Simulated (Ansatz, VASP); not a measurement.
**One calculation of ZnS, two programs**

File POSCAR:

```
ZnS
1.0
    3.8087369152      0.0000000000      0.0000000000
   -1.9043684576      3.2984629249      0.0000000000
    0.0000000000      0.0000000000     12.4664651431
Zn S
4 4
Direct
    0.0000000000      0.0000000000      0.0001143924
    0.0000000000      0.0000000000      0.5001143924
    0.3333333333      0.6666666667      0.2500706174
    0.6666666667      0.3333333333      0.7500706174
   -0.0078466562      0.0214374634      0.1872361436
    0.0000000000      0.0000000000      0.6872361436
    0.3333333333      0.6666666667      0.4375788466
    0.6666666667      0.3333333333      0.9375788466
```

Contents of INCAR.step1:

```
SYSTEM = ZnS
PREC = Accurate
ENCUT = 520
ISMEAR = 0
SIGMA = 0.05
LREAL = .FALSE.
LASPH = .TRUE.
NELM = 80
NBANDS = 46
GGA = PE
ALGO = Normal
EDIFF = 1E-4
LWAVE = .TRUE.
LCHARG = .FALSE.
```

File INCAR.step2:

```
SYSTEM = ZnS
PREC = Accurate
ENCUT = 520
EDIFF = 1E-6
ISMEAR = 0
SIGMA = 0.05
LREAL = .FALSE.
LASPH = .TRUE.
NELM = 80
ALGO = Normal
ISIF = 2
LWAVE = .FALSE.
LCHARG = .FALSE.
METAGGA = R2SCAN
LMIXTAU = .TRUE.
NBANDS = 46
ISTART = 1
```

Contents of KPOINTS:

```
Automatic mesh
0
G
  6 6 2
  0 0 0
```

Input for Ansatz:

```yaml
crystal:
  lattice:
    - [3.8087369152, 0.0, 0.0]
    - [-1.9043684576, 3.2984629249, 0.0]
    - [0.0, 0.0, 12.4664651431]
  atoms:
    - { symbol: Zn, position: [0.0, 0.0, 0.0001143924] }
    - { symbol: Zn, position: [0.0, 0.0, 0.5001143924] }
    - { symbol: Zn, position: [0.3333333333, 0.6666666667, 0.2500706174] }
    - { symbol: Zn, position: [0.6666666667, 0.3333333333, 0.7500706174] }
    - { symbol: S, position: [-0.0078466562, 0.0214374634, 0.1872361436] }
    - { symbol: S, position: [0.0, 0.0, 0.6872361436] }
    - { symbol: S, position: [0.3333333333, 0.6666666667, 0.4375788466] }
    - { symbol: S, position: [0.6666666667, 0.3333333333, 0.9375788466] }
basis:
  ecutwfc: 500
kpoints:
  mp_grid: { grid: [6, 6, 2] }
hamiltonian:
  xc: r2scan
scf:
  occupations: { method: gaussian, width: 0.05 }
output:
  forces: true
  stress: true
  eigenvalues: true
```

Alike in both runs: task single point; functional r2SCAN; k mesh 6 × 6 × 2; occupations gaussian, width 0.05 eV; no spin polarisation.

```csv
,VASP,Ansatz
version,VASP 6.6.1,Ansatz 0.2.0
potentials or method,"VASP PAW PBE potentials, release 64 (Zn, S), cutoff 520 eV","scalar-relativistic, plane waves, PAW"
valence electrons in the cell,72,72
```

Ansatz gave:

* gap on the k mesh at the Fermi level (eV): 2.72
* least direct gap on the mesh (eV): 2.72
* pressure (GPa): 0.1
* traceless stress, the component that is largest in VASP (GPa): 0.38
* rms of the force components (eV/Å): 0.165

Which values does VASP return?

gap on the k mesh at the Fermi level (eV): 2.73; least direct gap on the mesh (eV): 2.73; pressure (GPa): 0.1; traceless stress, the component that is largest in VASP (GPa): 0.37; rms of the force components (eV/Å): 0.166.

VASP's potentials were made for PBE, not for r2SCAN. Atom by atom the forces differ by 0.004 eV/Å (rms over components). The functional is the same, so the differences come from potentials, cutoffs and numerics.
